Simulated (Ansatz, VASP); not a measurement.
# Two plane-wave programs on GaSb

```
CELL_PARAMETERS angstrom
-2.66435 2.66435 1.53480
2.66435 -2.66435 1.53480
2.66435 2.66435 -1.53480
ATOMIC_POSITIONS crystal
Ga 0.25000 0.75000 0.50000
Sb 0.00000 0.00000 0.00000
```

Alike in both runs: functional PBEsol; dispersion D3(BJ); k mesh 8 × 8 × 8; occupations fermi-dirac, width 0.05 eV; no spin polarisation.

Ansatz relaxed the structure, and its values are those at the end. VASP's run is a single point on that final structure, the one shown.

```csv
,VASP,Ansatz
version,VASP 6.6.1,Ansatz 0.2.0
potentials or method,"VASP PAW PBE potentials, release 64 (Ga_d, Sb)","plane waves, PAW"
plane-wave cutoff (eV),520,420
valence electrons in the cell,18,28
```

```tsv
	VASP	Ansatz	Ansatz less VASP
pressure (GPa)	0.1	0.0	-0.12
```

VASP's potentials were made for PBE, not for PBEsol. VASP's potentials hold 18 valence electrons a cell and Ansatz's 28, so a difference there can come from the potentials and not from the codes.

Neither program's run includes spin-orbit coupling.
